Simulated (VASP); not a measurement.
A run of VASP 6.6.1 is set up as follows.

File INCAR:

```
SYSTEM = Ba7La8Si16
ALGO     = Normal         ! electronic algorithm
EDIFF    = 1E-6           ! SCF threshold, eV
ENCUT    = 500            ! plane-wave cutoff, eV
GGA      = PS             ! functional
GGA_COMPAT= .FALSE.      
ISIF     = 2              ! what is computed and relaxed
ISMEAR   = -1             ! smearing method
KPAR     = 4            
LASPH    = .TRUE.         ! aspherical terms in the spheres
LCHARG   = .TRUE.         ! write CHGCAR
LMAXMIX  = 6              ! l up to which the mixer works
LREAL    = Auto         
LVHAR    = .TRUE.       
LWAVE    = .FALSE.        ! write WAVECAR
NBANDS   = 132            ! bands
NELM     = 200            ! most SCF steps
PREC     = Accurate       ! precision mode
SIGMA    = 0.1            ! smearing width, eV
```

The input KPOINTS:

```
k-points
0
G
  3 3 3
  0 0 0
```

The input POSCAR:

```
Ba7La8Si16
1.0
    4.6711220000    -15.1082400000      0.0000000000
    4.6711220000     15.1082400000      0.0000000000
    0.0000000000      0.0000000000      6.7512370000
Ba La Si
7 8 16
Direct
    0.1392040000      0.3607960000      0.7500000000
    0.1392040000      0.8607960000      0.7500000000
    0.3607960000      0.6392040000      0.2500000000
    0.6392040000      0.3607960000      0.7500000000
    0.8607960000      0.1392040000      0.2500000000
    0.6392040000      0.8607960000      0.7500000000
    0.8607960000      0.6392040000      0.2500000000
    0.2738190000      0.2261820000      0.7500000000
    0.2261820000      0.2738190000      0.2500000000
    0.2738190000      0.7261820000      0.7500000000
    0.2261820000      0.7738180000      0.2500000000
    0.7738180000      0.2261820000      0.7500000000
    0.7261820000      0.2738190000      0.2500000000
    0.7738180000      0.7261820000      0.7500000000
    0.7261820000      0.7738180000      0.2500000000
    0.4629090000      0.0370910000      0.9310180000
    0.0370910000      0.4629090000      0.0689820000
    0.4629090000      0.0370910000      0.5689820000
    0.0370910000      0.4629090000      0.4310180000
    0.4629090000      0.5370910000      0.9310180000
    0.0370910000      0.9629090000      0.0689820000
    0.4629090000      0.5370910000      0.5689820000
    0.0370910000      0.9629090000      0.4310180000
    0.9629090000      0.0370910000      0.9310180000
    0.5370910000      0.4629090000      0.0689820000
    0.9629090000      0.0370910000      0.5689820000
    0.5370910000      0.4629090000      0.4310180000
    0.9629090000      0.5370910000      0.9310180000
    0.5370910000      0.9629090000      0.0689820000
    0.9629090000      0.5370910000      0.5689820000
    0.5370910000      0.9629090000      0.4310180000
```

Potentials or basis: VASP PAW PBE potentials, release 64 (Ba_sv, La, Si).

The run is started by

```bash
$ cat potpaw_PBE.64/Ba_sv/POTCAR potpaw_PBE.64/La/POTCAR potpaw_PBE.64/Si/POTCAR > POTCAR
$ mpirun -np 4 vasp_std > vasp.out
```

**Question.** Estimate the largest force.

**Answer.** 0.467 eV/Å.

**Question.** What does it give for the pressure?

**Answer.** -2.6 GPa.

**Question.** Predict the band gap on the k mesh.

**Answer.** Zero (bands 111 and 112 overlap by 0.08 eV).

Stress tensor (GPa, compression positive):
```
-3.60  0.00  0.00
 0.00 -2.32  0.00
 0.00  0.00 -1.96
```

Caveat: the PAW data sets were made with another functional, which shifts forces and pressure a little; spin-orbit coupling is left out, which moves the levels of the heavy elements.
